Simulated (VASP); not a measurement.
A run of VASP 6.6.1:

POSCAR

```
Fe
1.0
    2.5170988121      0.0000000000      0.0000000000
   -1.2585494060      2.1798715151      0.0000000000
    0.0000000000      0.0000000000      2.4006746759
Fe
1
Direct
    0.0000000000      0.0000000000      0.0000000000
```

Contents of INCAR.step1:

```
PREC     = Accurate       # precision mode
ENCUT    = 520            # plane-wave cutoff, eV
ISMEAR   = 0              # smearing method
SIGMA    = 0.1            # smearing width, eV
LREAL    = F              # projectors in reciprocal space
LASPH    = T              # aspherical terms in the spheres
NELM     = 150            # most SCF steps
ISPIN    = 2              # spin polarisation
MAGMOM   = 2.98           # initial moments
LMAXMIX  = 4              # l up to which the mixer works
NBANDS   = 14             # bands
GGA      = PE             # functional
ALGO     = Normal         # electronic algorithm
EDIFF    = 1E-4           # SCF threshold, eV
LWAVE    = T              # write WAVECAR
LCHARG   = F              # write CHGCAR
```

Contents of INCAR.step2:

```
PREC     = Accurate       # precision mode
ENCUT    = 520            # plane-wave cutoff, eV
EDIFF    = 1E-6           # SCF threshold, eV
ISMEAR   = 0              # smearing method
SIGMA    = 0.1            # smearing width, eV
LREAL    = F              # projectors in reciprocal space
LASPH    = T              # aspherical terms in the spheres
NELM     = 150            # most SCF steps
ALGO     = Normal         # electronic algorithm
ISIF     = 2              # what is computed and relaxed
LWAVE    = F              # write WAVECAR
LCHARG   = T              # write CHGCAR
ISPIN    = 2              # spin polarisation
MAGMOM   = 2.98           # initial moments
LORBIT   = 11             # projections on sites
LMAXMIX  = 4              # l up to which the mixer works
METAGGA  = R2SCAN         # meta-GGA
LMIXTAU  = T            
LELF     = T              # ELF
LVHAR    = T            
NBANDS   = 14             # bands
ISTART   = 1
```

Contents of KPOINTS:

```
regular mesh
0
Gamma
  9 9 8
```

Potentials or basis: VASP PAW PBE potentials, release 64 (Fe).

Launch:

```bash
$ cat potpaw_PBE.64/Fe/POTCAR > POTCAR
$ cp INCAR.step1 INCAR
$ mpirun -np 1 vasp_std > vasp.out
$ cp INCAR.step2 INCAR
$ mpirun -np 1 vasp_std > vasp.out
```

Hardware: 1 thread of Intel Xeon 8259CL, with other jobs on the host.

Task: How long does it take, and how much memory?

Result: Run time: 110 s on 1 thread of Intel Xeon 8259CL, on a shared host, peak memory 0.14 GiB. Counts: k points 60.
